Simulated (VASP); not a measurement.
Input of a VASP 6.6.1 run:

The input POSCAR:

```
Si2C
1.0
    3.2323115078      0.0000000000      0.0000000000
   -1.6161557539      2.7992638787      0.0000000000
    0.0000000000      0.0000000000      8.5631787368
C Si
2 4
Direct
    0.3333333333      0.6666666667      0.7077814570
    0.6666666667      0.3333333333      0.2922185430
    0.0000000000      0.0000000000      0.3616305315
    0.6666666667      0.3333333333      0.0708569070
    0.0000000000      0.0000000000      0.6383694685
    0.3333333333      0.6666666667      0.9291430930
```

INCAR.step1

```
SYSTEM = Si2C
PREC = Accurate
ENCUT = 520
ISMEAR = -1
SIGMA = 0.02
LREAL = .FALSE.
LASPH = .TRUE.
NELM = 80
NBANDS = 21
GGA = PE
ALGO = Normal
EDIFF = 1E-4
LWAVE = .TRUE.
LCHARG = .FALSE.
```

The input INCAR.step2:

```
SYSTEM = Si2C
PREC = Accurate
ENCUT = 520
EDIFF = 1E-6
ISMEAR = -1
SIGMA = 0.02
LREAL = .FALSE.
LASPH = .TRUE.
NELM = 80
ALGO = Normal
ISIF = 2
LWAVE = .FALSE.
LCHARG = .TRUE.
METAGGA = R2SCAN
LMIXTAU = .TRUE.
LELF = .TRUE.
LVHAR = .TRUE.
NBANDS = 21
ISTART = 1
```

KPOINTS

```
Automatic mesh
0
G
  12 12 4
  0 0 0
```

Potentials or basis: VASP PAW PBE potentials, release 64 (C, Si).

Run with:

```console
$ cat potpaw_PBE.64/C/POTCAR potpaw_PBE.64/Si/POTCAR > POTCAR
$ cp INCAR.step1 INCAR
$ mpirun -np 1 vasp_std > vasp.out
$ cp INCAR.step2 INCAR
$ mpirun -np 1 vasp_std > vasp.out
```

Question: Estimate the pressure.

Answer: -0.1 GPa.

Question: Estimate the band gap on the k mesh.

Answer: Zero (bands 12 and 13 overlap by 2.21 eV).

Question: Estimate the largest force.

Answer: 0.025 eV/Å.

Stress tensor (GPa, compression positive):
```
-0.07  0.00  0.00
 0.00 -0.07  0.00
 0.00  0.00 -0.30
```

Caveat: the PAW data sets were made with another functional, which shifts forces and pressure a little.
